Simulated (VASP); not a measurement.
# GaP (F-43m) in VASP: further runs, part 2 of 2

VASP 6.6.1. Earlier steps stand in the parts before.

### Step 6. Single point, PBE

This run uses another cell than the first one, of 21.86 Å³/atom, 1.174 times its volume.

Contents of INCAR:

```
PREC = Accurate
ENCUT = 520
EDIFF = 1E-7
ISMEAR = 0
SIGMA = 0.01
LREAL = F
LASPH = T
NELM = 100
ALGO = Normal
ISIF = 2
LWAVE = F
LCHARG = T
GGA = PE
LELF = T
LVHAR = T
NBANDS = 16
```

Contents of KPOINTS:

```
regular mesh
0
Gamma
  6 6 6
```

Contents of POSCAR:

```
GaP
1.0
    0.0000000000      2.7960671692      2.7960671692
    2.7960671692      0.0000000000      2.7960671692
    2.7960671692      2.7960671692      0.0000000000
Ga P
1 1
Direct
    0.0000000000      0.0000000000      0.0000000000
    0.2500000000      0.2500000000      0.2500000000
```

Potentials or basis: VASP PAW PBE potentials, release 64 (Ga_d, P).

The run is started by

```console
$ cat potpaw_PBE.64/Ga_d/POTCAR potpaw_PBE.64/P/POTCAR > POTCAR
$ mpirun -np 1 vasp_std > vasp.out
```

OUTCAR:

```text
PREC = Accurate
   ENCUT = 520
   EDIFF = 1E-7
   ISMEAR = 0
   LREAL = F
   LASPH = T
   NELM = 100
   ISIF = 2
   GGA = PE

 ion  position               nearest neighbor table
   1  0.000  0.000  0.000-   2 2.42   2 2.42   2 2.42   2 2.42
   2  0.250  0.250  0.250-   1 2.42   1 2.42   1 2.42   1 2.42

  LATTYP: Found a face centered cubic cell.
 ALAT       =     5.5921343384

  Lattice vectors:

 A1 = (   0.0000000000,   2.7960671692,   2.7960671692)
 A2 = (   2.7960671692,   0.0000000000,   2.7960671692)
 A3 = (   2.7960671692,   2.7960671692,   0.0000000000)

Analysis of symmetry for initial positions (statically):
=====================================================================
 Subroutine PRICEL returns:
 Original cell was already a primitive cell.

 Routine SETGRP: Setting up the symmetry group for a
 face centered cubic supercell.

 Subroutine GETGRP returns: Found 24 space group operations
 (whereof 24 operations were pure point group operations)
 out of a pool of 48 trial point group operations.

The static configuration has the point symmetry T_d .

Analysis of symmetry for dynamics (positions and initial velocities):
=====================================================================
 Subroutine PRICEL returns:
 Original cell was already a primitive cell.

 Routine SETGRP: Setting up the symmetry group for a
 face centered cubic supercell.

 Subroutine GETGRP returns: Found 24 space group operations
 (whereof 24 operations were pure point group operations)
 out of a pool of 48 trial point group operations.

The dynamic configuration has the point symmetry T_d .

 Subroutine INISYM returns: Found 24 space group operations
 (whereof 24 operations are pure point group operations),
 and found     1 'primitive' translations

----------------------------------------------------------------------------------------

                                     Primitive cell
[... 100 lines left out ...]
   IMIX   =      4    mixing-type and parameters
     AMIX     =   0.40;   BMIX     =  1.00
     AMIX_MAG =   1.60;   BMIX_MAG =  1.00
  volume/ion in A,a.u.               =      21.86       147.52
  Fermi-wavevector in a.u.,A,eV,Ry     =   1.217890  2.301478 20.180924  1.483256
  Thomas-Fermi vector in A             =   2.353195
   LORBIT       =      0    0 simple, 1 ext, 2 COOP (PROOUT), +10 PAW based schemes
   GGA     = PE    functional components
   LHFCALC =     F    Hartree Fock is set to
   AEXX    =    0.0000 exact exchange contribution
   IVDW    =     0    specifies the selected vdW correction
   LEPSILON=     F    determine dielectric tensor
   LRPA    =     F    only Hartree local field effects (RPA)
 non-spin polarized calculation
 Gauss-broadening in eV      SIGMA  =   0.01
  energy-cutoff  :      520.00
  volume of cell :       43.72
 maximum number of plane-waves:      1243
 NGX is ok and might be reduce to    30
   NGX = 15   NGY = 15   NGZ = 15

 number of electron      18.0000014 magnetization

 Free energy of the ion-electron system (eV)
  ---------------------------------------------------
  ext. energy  EPLUGINS =         0.00000000
  ---------------------------------------------------
  free energy    TOTEN  =        -9.09143039 eV

  energy without entropy =       -9.09143039  energy(sigma->0) =       -9.09143039

 E-fermi :   4.0017     XC(G=0):  -9.4834

 val. band max:        3.9056299033   @ k =   0.0000   0.0000   0.0000
 cond. band min:       5.1039974993   @ k =   0.0000   0.0000   0.0000
 fundamental gap:      1.1983675960
 Fermi energy:         4.0017488027

 k-point     1 :       0.0000    0.0000    0.0000
  band No.  band energies     occupation
      1     -10.5452      2.00000
      2     -10.5452      2.00000
      3     -10.5452      2.00000
      4     -10.4671      2.00000
      5     -10.4671      2.00000
      6      -8.0352      2.00000
[... 281 lines left out ...]
      3     -10.4982      2.00000
      4     -10.4823      2.00000
      5     -10.4568      2.00000
      6      -5.3610      2.00000
[... 8 lines left out ...]
     15      15.4559      0.00000
     16      17.0197      0.00000

------------------------ aborting loop because EDIFF is reached ----------------------------------------

  FORCE on cell =-STRESS in cart. coord.  units (eV):
  Direction    XX          YY          ZZ          XY          YZ          ZX
  --------------------------------------------------------------------------------------
  -------------------------------------------------------------------------------------
  Total       -0.8734518     -0.8734518     -0.8734518      0.0000000      0.0000000      0.0000000
  in kB      -32.0093405    -32.0093405    -32.0093405      0.0000000      0.0000000      0.0000000
  external PRESSURE =     -32.0093405 kB  Pullay stress =       0.0000000 kB

 VOLUME and BASIS-vectors are now :
 -----------------------------------------------------------------------------
  energy-cutoff  :      520.00
  volume of cell :       43.72
      direct lattice vectors                 reciprocal lattice vectors
     0.000000000  2.796067169  2.796067169    -0.178822600  0.178822600  0.178822600
     2.796067169  0.000000000  2.796067169     0.178822600 -0.178822600  0.178822600
     2.796067169  2.796067169  0.000000000     0.178822600  0.178822600 -0.178822600

 POSITION                                       TOTAL-FORCE (eV/Angst)
 -----------------------------------------------------------------------------------
      0.00000      0.00000      0.00000        -0.000000      0.000000     -0.000000
      1.39803      1.39803      1.39803         0.000000     -0.000000      0.000000
 -----------------------------------------------------------------------------------
    total drift:                                0.000002      0.000002      0.000002

  FREE ENERGIE OF THE ION-ELECTRON SYSTEM (eV)
  ---------------------------------------------------
  free  energy   TOTEN  =        -9.0914303854 eV

  energy  without entropy=       -9.0914303854  energy(sigma->0) =       -9.09143039
```

stdout:

```text
POSCAR found type information on POSCAR GaP
 POSCAR found :  2 types and       2 ions
 scaLAPACK will be used
 LDA part: xc-table for (Slater+PW92), standard interpolation
 POSCAR, INCAR and KPOINTS ok, starting setup
 FFT: planning ... GRIDC
 FFT: planning ... GRID_SOFT
 FFT: planning ... GRID
 WAVECAR not read
 entering main loop
```

Run time: 56 s. Hardware: 1 thread of Intel Xeon 8259CL, shared host; peak memory 0.17 GiB.

What came out:

```
Free energy            : -9.0914 eV
Pressure               : -3.2 GPa
Band gap on the k mesh : 1.20 eV, direct
```

### Step 7. Summary

```tsv
cell	gap on the mesh (eV)	pressure (GPa)
a = 3.748 Å, angles 60.0°, 2 atoms	1.46	11.2
a = 3.802 Å, angles 60.0°, 2 atoms	1.56	6.4
a = 3.854 Å, angles 60.0°, 2 atoms	1.65	2.5
a = 3.905 Å, angles 60.0°, 2 atoms	1.50	-0.7
a = 3.954 Å, angles 60.0°, 2 atoms	1.20	-3.2
```

Alike in all rows: task single point; level PBE; potentials or basis VASP PAW PBE potentials, release 64 (Ga_d, P); no spin polarisation; k mesh 6 × 6 × 6; cutoff (eV) 520; smearing gaussian 0.01 eV.

Absolute energies hang on the potentials; compare differences alone.

### Step 8. How close it comes

Step 4. Against the measured gap of GaP, 2.34 eV (indirect; 10 K; quoted in “Stacking defects in GaP nanowires: Electronic structure and optical properties”, 2018, arxiv:1810.01194), the calculated 1.65 eV is off by -0.69 eV. Spin-orbit coupling on Ga is left out. The value is that of PBE on a finite k mesh, which can miss the band edges, without temperature or zero-point motion. Semilocal functionals fall short of measured gaps as a rule.

Step 5. Against the measured gap of GaP, 2.34 eV (indirect; 10 K; quoted in “Stacking defects in GaP nanowires: Electronic structure and optical properties”, 2018, arxiv:1810.01194), the calculated 1.50 eV is off by -0.84 eV. Spin-orbit coupling on Ga is left out. The value is that of PBE on a finite k mesh, which can miss the band edges, without temperature or zero-point motion. Semilocal functionals fall short of measured gaps as a rule.
